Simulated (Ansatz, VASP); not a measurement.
**AgI: VASP beside Ansatz**

```
Ag I
1.0
     4.69738    0.00000    0.00000
    -2.34869    4.06805    0.00000
     0.00000    0.00000    7.67529
Ag I
2 2
Cartesian
  0.0000 2.7120 0.0000
  2.3487 1.3560 3.8377
  0.0000 2.7120 2.8782
  2.3487 1.3560 6.7158
```

Change from the starting cell: hydrostatic strain +1.0%.

Alike in both runs: task single point; functional PBE; k mesh 6 × 6 × 4; occupations fermi-dirac, width 0.02 eV; no spin polarisation.

```csv
,VASP,Ansatz
version,VASP 6.6.1,Ansatz 0.2.0
potentials or method,"VASP PAW PBE potentials, release 64 (Ag, I)","plane waves, PAW"
plane-wave cutoff (eV),500,420
valence electrons in the cell,36,72
```

```csv
,VASP,Ansatz,Ansatz less VASP
gap on the k mesh at the Fermi level (eV),1.37,1.37,-0.002
pressure (GPa),-0.2,-0.2,+0.06
```

VASP's potentials hold 36 valence electrons a cell and Ansatz's 72, so a difference there can come from the potentials and not from the codes.

Neither program's run includes spin-orbit coupling.
